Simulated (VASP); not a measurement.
# ZrBr5 (F-43m) in VASP: notebook

The runs below take ZrBr5 through single point, with PBE.

Everything below comes from runs of VASP 6.6.1. Logs are shortened: lines on timing, memory, paths and dates and some standing lists are left out, and cuts for length are marked.

### 1 The cell of the first run

Symmetry: F-43m, No. 216, cubic system. The conventional cell has a = 8.888 Å, b = 8.888 Å, c = 8.888 Å, α = 90.00°, β = 90.00°, γ = 90.00°. Within 4.8 Å of Zr (site symmetry -43m) lie 16 Br at 3.68 to 3.85 Å. Within 4.8 Å of Br (site symmetry -43m) lie 12 Br at 3.68 Å and 4 Zr at 3.85 Å. Within 4.1 Å of Br (site symmetry 3m) lie 9 Br at 3.14 to 3.68 Å and 3 Zr at 3.68 Å.

### 2 Single point, PBE

The input, INCAR:

```
  ALGO = Normal
  EDIFF = 1E-6
  ENCUT = 520
  GGA = PE
  ISIF = 2
  ISMEAR = 0
  LASPH = True
  LCHARG = False
  LREAL = False
  LWAVE = False
  NBANDS = 32
  NELM = 60
  PREC = Accurate
  SIGMA = 0.1
```

The input, KPOINTS:

```
k-points
0
Gamma
  4 4 4
```

The input, POSCAR:

```
ZrBr5
1.0
    0.0000000000      4.4441781700      4.4441781700
    4.4441781700      0.0000000000      4.4441781700
    4.4441781700      4.4441781700      0.0000000000
Zr Br
1 5
Direct
    0.0000000000      0.0000000000      0.0000000000
    0.7500000000      0.7500000000      0.7500000000
    0.3750000000      0.3750000000      0.8750000000
    0.3750000000      0.8750000000      0.3750000000
    0.8750000000      0.3750000000      0.3750000000
    0.3750000000      0.3750000000      0.3750000000
```

Potentials or basis: VASP PAW PBE potentials, release 64 (Zr_sv, Br).

The run is started by

```bash
$ cat potpaw_PBE.64/Zr_sv/POTCAR potpaw_PBE.64/Br/POTCAR > POTCAR
$ mpirun -np 1 vasp_std > vasp.out
```

OUTCAR:

```text
EDIFF = 1E-6
   ENCUT = 520
   GGA = PE
   ISIF = 2
   ISMEAR = 0
   LASPH = True
   LREAL = False
   NELM = 60
   PREC = Accurate

 ion  position               nearest neighbor table
   1  0.000  0.000  0.000-
   2  0.750  0.750  0.750-
   3  0.375  0.375  0.875-
   4  0.375  0.875  0.375-
   5  0.875  0.375  0.375-
   6  0.375  0.375  0.375-

  LATTYP: Found a face centered cubic cell.
 ALAT       =     8.8883563400

  Lattice vectors:

 A1 = (   0.0000000000,   4.4441781700,   4.4441781700)
 A2 = (   4.4441781700,   0.0000000000,   4.4441781700)
 A3 = (   4.4441781700,   4.4441781700,   0.0000000000)

Analysis of symmetry for initial positions (statically):
=====================================================================
 Subroutine PRICEL returns:
 Original cell was already a primitive cell.

 Routine SETGRP: Setting up the symmetry group for a
 face centered cubic supercell.

 Subroutine GETGRP returns: Found 24 space group operations
 (whereof 24 operations were pure point group operations)
 out of a pool of 48 trial point group operations.

The static configuration has the point symmetry T_d .

Analysis of symmetry for dynamics (positions and initial velocities):
=====================================================================
 Subroutine PRICEL returns:
 Original cell was already a primitive cell.

 Routine SETGRP: Setting up the symmetry group for a
 face centered cubic supercell.

 Subroutine GETGRP returns: Found 24 space group operations
 (whereof 24 operations were pure point group operations)
 out of a pool of 48 trial point group operations.

The dynamic configuration has the point symmetry T_d .

 Subroutine INISYM returns: Found 24 space group operations
 (whereof 24 operations are pure point group operations),
 and found     1 'primitive' translations

----------------------------------------------------------------------------------------

                                     Primitive cell

  volume of cell :     175.5514

  direct lattice vectors                    reciprocal lattice vectors
     0.000000000  4.444178170  4.444178170    -0.112506740  0.112506740  0.112506740
     4.444178170  0.000000000  4.444178170     0.112506740 -0.112506740  0.112506740
     4.444178170  4.444178170  0.000000000     0.112506740  0.112506740 -0.112506740

  length of vectors
     6.285017042  6.285017042  6.285017042     0.194867391  0.194867391  0.194867391

  position of ions in fractional coordinates (direct lattice)
     0.000000000  0.000000000  0.000000000
     0.750000000  0.750000000  0.750000000
     0.375000000  0.375000000  0.875000000
     0.375000000  0.875000000  0.375000000
     0.875000000  0.375000000  0.375000000
     0.375000000  0.375000000  0.375000000

  ion indices of the primitive-cell ions
   primitive index   ion index
                 1           1
                 2           2
                 3           3
                 4           4
                 5           5
                 6           6

----------------------------------------------------------------------------------------

 KPOINTS: k-points

Automatic generation of k-mesh.
 Grid dimensions read from file:
 generate k-points for:    4    4    4

 Generating k-lattice:

  Cartesian coordinates                     Fractional coordinates (reciprocal lattice)
    -0.028126685  0.028126685  0.028126685     0.250000000  0.000000000  0.000000000
     0.028126685 -0.028126685  0.028126685     0.000000000  0.250000000  0.000000000
     0.028126685  0.028126685 -0.028126685     0.000000000  0.000000000  0.250000000

  Length of vectors
     0.048716848  0.048716848  0.048716848

  Shift w.r.t. Gamma in fractional coordinates (k-lattice)
     0.000000000  0.000000000  0.000000000

 Subroutine IBZKPT returns following result:
 ===========================================

 Found      8 irreducible k-points:

 Following reciprocal coordinates:
            Coordinates               Weight
  0.000000  0.000000  0.000000      1.000000
  0.250000  0.000000  0.000000      8.000000
  0.500000  0.000000  0.000000      4.000000
  0.250000  0.250000  0.000000      6.000000
  0.500000  0.250000  0.000000     24.000000
 -0.250000  0.250000  0.000000     12.000000
  0.500000  0.500000  0.000000      3.000000
 -0.250000  0.500000  0.250000      6.000000
   k-points           NKPTS =      8   k-points in BZ     NKDIM =      8   number of bands    NBANDS=     32
   number of dos      NEDOS =    301   number of ions     NIONS =      6
   total plane-waves  NPLWV = 110592
   dimension x,y,z NGX =    48 NGY =   48 NGZ =   48
   dimension x,y,z NGXF=    96 NGYF=   96 NGZF=   96
   ions per type =               1   5
   NGX,Y,Z   is equivalent  to a cutoff of  12.70, 12.70, 12.70 a.u.
   NGXF,Y,Z  is equivalent  to a cutoff of  25.39, 25.39, 25.39 a.u.
 SYSTEM =  unknown system
   PREC   = accura    normal or accurate (medium, high low for compatibility)
   ISTART =      0    job   : 0-new  1-cont  2-samecut
   ICHARG =      2    charge: 1-file 2-atom 10-const
   ISPIN  =      1    spin polarized calculation?
   LNONCOLLINEAR =      F non collinear calculations
   LSORBIT =      F    spin-orbit coupling
   LASPH  =      T    aspherical Exc in radial PAW
   ENCUT  =  520.0 eV  38.22 Ry    6.18 a.u.  11.69 11.69 11.69*2*pi/ulx,y,z
   NELM   =     60;   NELMIN=  2; NELMDL= -5     # of ELM steps
   EDIFF  = 0.1E-05   stopping-criterion for ELM
   LREAL  =      F    real-space projection
   EDIFFG = 0.1E-04   stopping-criterion for IOM
   NSW    =      0    number of steps for IOM
   IBRION =     -1    ionic relax: 0-MD 1-quasi-New 2-CG
   NFREE  =      0    steps in history (QN), initial steepest desc. (CG)
   ISIF   =      2    stress and relaxation
   ISYM   =      2    0-nonsym 1-usesym 2-fastsym
   POTIM  = 0.5000    time-step for ionic-motion
   TEBEG  =    0.0;   TEEND  =   0.0 temperature during run
   PSTRESS=    0.0 pullay stress
   NELECT =      47.0000    total number of electrons
   NUPDOWN=      -1.0000    fix difference up-down
   EMIN   =  10.00;   EMAX   =-10.00  energy-range for DOS
   EFERMI =   0.00;   METHOD = LEGACY
   ISMEAR =     0;   SIGMA  =   0.10  broadening in eV -4-tet -1-fermi 0-gaus
   EFERMI_NEDOS =   21; number of points for ismear=-14 and -15
   IALGO  =     38    algorithm
   IMIX   =      4    mixing-type and parameters
     AMIX     =   0.40;   BMIX     =  1.00
     AMIX_MAG =   1.60;   BMIX_MAG =  1.00
  volume/ion in A,a.u.               =      29.26       197.45
  Fermi-wavevector in a.u.,A,eV,Ry     =   1.055130  1.993907 15.147358  1.113299
  Thomas-Fermi vector in A             =   2.190317
   LORBIT       =      0    0 simple, 1 ext, 2 COOP (PROOUT), +10 PAW based schemes
   GGA     = PE    functional components
   LHFCALC =     F    Hartree Fock is set to
   AEXX    =    0.0000 exact exchange contribution
   IVDW    =     0    specifies the selected vdW correction
   LEPSILON=     F    determine dielectric tensor
   LRPA    =     F    only Hartree local field effects (RPA)
 non-spin polarized calculation
 Gauss-broadening in eV      SIGMA  =   0.10
  energy-cutoff  :      520.00
  volume of cell :      175.55
 maximum number of plane-waves:      4766
 NGX is ok and might be reduce to    48
   NGX = 23   NGY = 23   NGZ = 23

 number of electron      46.9999996 magnetization

 Free energy of the ion-electron system (eV)
  ---------------------------------------------------
  ext. energy  EPLUGINS =         0.00000000
  ---------------------------------------------------
  free energy    TOTEN  =       -14.30193017 eV

  energy without entropy =      -14.25004702  energy(sigma->0) =      -14.27598860

 E-fermi :   2.6816     XC(G=0):  -9.0012

 val. band max:        2.6466377149   @ k =   0.5000   0.0000   0.0000
 cond. band min:       2.6818168737   @ k =   0.5000   0.5000   0.0000
 fundamental gap:      0.0351791588
 Fermi energy:         2.6816217851

 k-point     1 :       0.0000    0.0000    0.0000
  band No.  band energies     occupation
      1     -49.0220      2.00000
      2     -26.8896      2.00000
      3     -26.8896      2.00000
      4     -26.8896      2.00000
      5     -12.8966      2.00000
      6     -11.3061      2.00000
[... 24 lines left out ...]
     31       7.7478      0.00000
     32       7.7478      0.00000

 k-point     2 :       0.2500    0.0000    0.0000
  band No.  band energies     occupation
      1     -49.0220      2.00000
      2     -26.8898      2.00000
      3     -26.8897      2.00000
      4     -26.8897      2.00000
      5     -12.7505      2.00000
      6     -11.5333      2.00000
[... 24 lines left out ...]
     31       7.0620      0.00000
     32       7.9932      0.00000

 k-point     3 :       0.5000    0.0000    0.0000
  band No.  band energies     occupation
      1     -49.0220      2.00000
      2     -26.8899      2.00000
      3     -26.8897      2.00000
      4     -26.8897      2.00000
      5     -12.5251      2.00000
      6     -11.8394      2.00000
[... 24 lines left out ...]
     31       7.4141      0.00000
     32       8.3833      0.00000

 k-point     4 :       0.2500    0.2500    0.0000
  band No.  band energies     occupation
      1     -49.0220      2.00000
      2     -26.8897      2.00000
      3     -26.8897      2.00000
      4     -26.8897      2.00000
      5     -12.6954      2.00000
      6     -11.5902      2.00000
[... 24 lines left out ...]
     31       7.4493      0.00000
     32       7.8048      0.00000

 k-point     5 :       0.5000    0.2500    0.0000
  band No.  band energies     occupation
      1     -49.0220      2.00000
      2     -26.8898      2.00000
      3     -26.8897      2.00000
      4     -26.8897      2.00000
      5     -12.4323      2.00000
      6     -11.9077      2.00000
[... 24 lines left out ...]
     31       7.6177      0.00000
     32       8.2541      0.00000

 k-point     6 :      -0.2500    0.2500    0.0000
  band No.  band energies     occupation
      1     -49.0220      2.00000
      2     -26.8898      2.00000
      3     -26.8897      2.00000
      4     -26.8897      2.00000
      5     -12.5400      2.00000
      6     -11.7837      2.00000
[... 24 lines left out ...]
     31       7.5366      0.00000
     32       7.9050      0.00000

 k-point     7 :       0.5000    0.5000    0.0000
  band No.  band energies     occupation
      1     -49.0220      2.00000
      2     -26.8899      2.00000
      3     -26.8897      2.00000
      4     -26.8897      2.00000
      5     -12.1981      2.00000
      6     -12.1572      2.00000
[... 24 lines left out ...]
     31       7.5515      0.00000
     32       8.1035      0.00000

 k-point     8 :      -0.2500    0.5000    0.2500
  band No.  band energies     occupation
      1     -49.0220      2.00000
      2     -26.8898      2.00000
      3     -26.8898      2.00000
      4     -26.8897      2.00000
      5     -12.1874      2.00000
      6     -12.1547      2.00000
[... 24 lines left out ...]
     31       7.5337      0.00000
     32       8.5736      0.00000

------------------------ aborting loop because EDIFF is reached ----------------------------------------

  FORCE on cell =-STRESS in cart. coord.  units (eV):
  Direction    XX          YY          ZZ          XY          YZ          ZX
  --------------------------------------------------------------------------------------
  -------------------------------------------------------------------------------------
  Total       -3.9179644     -3.9179644     -3.9179644      0.0000000      0.0000000      0.0000000
  in kB      -35.7574624    -35.7574624    -35.7574624      0.0000000      0.0000000      0.0000000
  external PRESSURE =     -35.7574624 kB  Pullay stress =       0.0000000 kB

 VOLUME and BASIS-vectors are now :
 -----------------------------------------------------------------------------
  energy-cutoff  :      520.00
  volume of cell :      175.55
      direct lattice vectors                 reciprocal lattice vectors
     0.000000000  4.444178170  4.444178170    -0.112506740  0.112506740  0.112506740
     4.444178170  0.000000000  4.444178170     0.112506740 -0.112506740  0.112506740
     4.444178170  4.444178170  0.000000000     0.112506740  0.112506740 -0.112506740

 POSITION                                       TOTAL-FORCE (eV/Angst)
 -----------------------------------------------------------------------------------
      0.00000      0.00000      0.00000         0.000000      0.000000      0.000000
      6.66627      6.66627      6.66627         0.000000      0.000000      0.000000
      5.55522      5.55522      3.33313         0.028514      0.028514     -0.028514
      5.55522      3.33313      5.55522         0.028514     -0.028514      0.028514
      3.33313      5.55522      5.55522        -0.028514      0.028514      0.028514
      3.33313      3.33313      3.33313        -0.028514     -0.028514     -0.028514
 -----------------------------------------------------------------------------------
    total drift:                               -0.000000     -0.000000     -0.000000

  FREE ENERGIE OF THE ION-ELECTRON SYSTEM (eV)
  ---------------------------------------------------
  free  energy   TOTEN  =       -14.3019301671 eV

  energy  without entropy=      -14.2500470241  energy(sigma->0) =      -14.27598860
```

Run time: 97 s. Hardware: 1 thread of AMD EPYC 7R43 (Zen 3), shared host; peak memory 0.28 GiB.

What came out:

```
Free energy : -14.3019 eV
Pressure    : -3.6 GPa
```

Caveat: an odd number of electrons without spin polarisation forces a metal; a magnetic or distorted state may lie lower.

### 3 Single point, PBE, collinear spin, ferromagnetic start

The input, INCAR:

```
  PREC = Accurate
  ENCUT = 520
  EDIFF = 1E-7
  ISMEAR = 0
  SIGMA = 0.1
  LREAL = False
  LASPH = True
  NELM = 150
  ALGO = Normal
  ISIF = 2
  LWAVE = False
  LCHARG = False
  ISPIN = 2
  MAGMOM = 1 0 0 0 0 0
  LORBIT = 11
  LMAXMIX = 4
  GGA = PE
  NBANDS = 36
```

The input, KPOINTS:

```
Automatic mesh
0
Gamma
  4 4 4
```

POSCAR is that of step 2.

Potentials or basis: VASP PAW PBE potentials, release 64 (Zr_sv, Br).

The run is started by

```bash
$ cat potpaw_PBE.64/Zr_sv/POTCAR potpaw_PBE.64/Br/POTCAR > POTCAR
$ mpirun -np 1 vasp_std > vasp.out
```

It took 4.5 min on 1 thread of AMD EPYC 7R43 (Zen 3), shared host; peak memory 0.4 GiB.

It converged, with:

```
Free energy                                           : -14.4127 eV
Pressure                                              : -3.1 GPa
Net moment                                            : 1.50 μB per cell
Site moments                                          : Zr +0.99; Br -0.08, +0.06 μB
Valence electrons inside the program's atomic spheres : Zr 9.35; Br 4.78, 4.75
```

Levels at points of the mesh, in eV from the Fermi level:
Spin up:
| k point | band 21 | band 22 | band 23 | band 24 | band 25 | band 26 | band 27 | band 28 |
| --- | --- | --- | --- | --- | --- | --- | --- | --- |
| (0.00, 0.00, 0.00) | -0.42 | 0.21 | 0.21 | 0.27 | 0.27 | 0.27 | 0.37 | 0.42 |
| (0.50, 0.00, 0.00) | -1.02 | -0.41 | -0.27 | -0.27 | -0.01 | 0.30 | 0.30 | 0.67 |
| (0.50, 0.50, 0.00) | -1.20 | -1.20 | -0.19 | -0.03 | -0.03 | 0.16 | 0.31 | 0.53 |
Spin down:
```csv
k point,band 18,band 19,band 20,band 21,band 22,band 23,band 24,band 25,band 26,band 27
"(0.00, 0.00, 0.00)",-1.67,-0.42,-0.42,-0.42,0.47,0.47,0.47,0.98,1.00,1.00
"(0.50, 0.00, 0.00)",-2.20,-1.70,-1.02,-1.02,-0.40,0.20,0.20,0.64,1.14,1.14
"(0.50, 0.50, 0.00)",-2.15,-2.02,-1.30,-1.17,-1.17,0.13,0.13,0.82,1.01,1.04
```
